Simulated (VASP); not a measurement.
Crystal: W.

```
W
1.0
     2.84451    0.00000    0.00000
    -1.42226    2.46342    0.00000
     0.00000    0.00000    4.60811
W
2
Direct
  0.33333 0.66667 0.25000
  0.66667 0.33333 0.75000
```

This isn't the form of W at room conditions, which is bcc.

* Program: VASP 6.6.1
* Task: relaxation of cell and atoms
* Functional: PBE
* Potentials or basis: VASP PAW PBE potentials, release 64 (W_sv)
* Cutoff: 600 eV
* k mesh: 17 × 17 × 9
* Occupations: fermi-dirac, width 0.05 eV
* Spin: no spin polarisation

At the start: pressure 5.4 GPa; volume 16.15 Å³/atom.

Task: Where does the relaxation end?

Result: Over 12 steps the energy falls by 78.6 meV/atom and the volume is 16.55 Å³/atom (+2.5 %); space group P6_3/mmc (No. 194, to 0.1 Å) before and after.

The path:
```tsv
step	energy change (eV)	largest force (eV/Å)	pressure (GPa)	volume (Å³)
1	0.0000	0.0000	5.39	32.29
2	-0.0633	0.0000	-13.68	34.84
3	-0.0844	0.0000	-8.40	34.02
4	-0.1401	0.0000	-6.54	33.90
5	-0.1416	0.0000	-6.15	33.89
6	-0.1571	0.0000	0.05	33.09
7	-0.1571	0.0000	0.00	33.10
8	-0.1571	0.0000	-0.10	33.11
9	-0.1571	0.0000	-0.16	33.11
10	-0.1571	0.0000	-0.14	33.11
11	-0.1572	0.0000	0.04	33.09
12	-0.1572	0.0000	0.02	33.10
```

Final structure:
```xyz
2
Lattice="2.7786 0.0000 0.0000 -1.3893 2.4063 0.0000 0.0000 0.0000 4.9500" Properties=species:S:1:pos:R:3 pbc="T T T"
W     0.0000    1.6042    1.2375
W     1.3893    0.8021    3.7125
```
